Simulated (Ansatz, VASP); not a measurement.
# SrLiH3: VASP beside Ansatz

File INCAR:

```
  PREC = Accurate
  ENCUT = 520
  EDIFF = 1E-6
  ISMEAR = -1
  SIGMA = 0.05
  LREAL = F
  LASPH = T
  NELM = 100
  ALGO = Normal
  ISIF = 2
  LWAVE = F
  LCHARG = F
  GGA = PE
  NBANDS = 16
```

The input KPOINTS:

```
Automatic mesh
0
Gamma
  6 6 6
```

Contents of POSCAR:

```
SrLiH3
1.0
    4.6307910000      0.0000000000      0.0000000000
    0.0000000000      4.6307910000      0.0000000000
    0.0000000000      0.0000000000      4.6307910000
Sr Li H
1 1 3
Direct
    0.5000000000      0.5000000000      0.5000000000
    0.0000000000      0.0000000000      0.0000000000
    0.5000000000      0.5000000000      0.0000000000
    0.5000000000      0.0000000000      0.5000000000
    0.0000000000      0.5000000000      0.5000000000
```

The input input.yaml:

```yaml
crystal:
  lattice:
    - [4.630791, 0.0, 0.0]
    - [0.0, 4.630791, 0.0]
    - [0.0, 0.0, 4.630791]
  atoms:
    - { symbol: Sr, position: [0.5, 0.5, 0.5] }
    - { symbol: Li, position: [0.0, 0.0, 0.0] }
    - { symbol: H, position: [0.5, 0.5, 0.0] }
    - { symbol: H, position: [0.5, 0.0, 0.5] }
    - { symbol: H, position: [0.0, 0.5, 0.5] }
hamiltonian:
  xc: pbe
  pseudopotentials: { kind: paw }
kpoints:
  mp_grid: { grid: [6, 6, 6] }
scf:
  occupations: { method: fermi_dirac, width: 0.05 }
output:
  forces: true
  stress: true
  eigenvalues: true
```

Alike in both runs: task single point; functional PBE; k mesh 6 × 6 × 6; occupations fermi-dirac, width 0.05 eV; no spin polarisation.

|  | VASP | Ansatz |
| --- | --- | --- |
| version | VASP 6.6.1 | Ansatz 0.2.0 |
| potentials or method | VASP PAW PBE potentials, release 64 (Sr_sv, Li_sv, H) | Ansatz PAW |
| plane-wave cutoff (eV) | 520 | 420 |
| valence electrons in the cell | 16 | 16 |

|  | VASP | Ansatz | Ansatz less VASP |
| --- | --- | --- | --- |
| gap on the k mesh at the Fermi level (eV) | 1.83 | 1.83 | +0.003 |
| least direct gap on the mesh (eV) | 2.25 | 2.25 | 0.000 |

Noted on VASP's run: the cutoff is short for stress, so the pressure is rough.
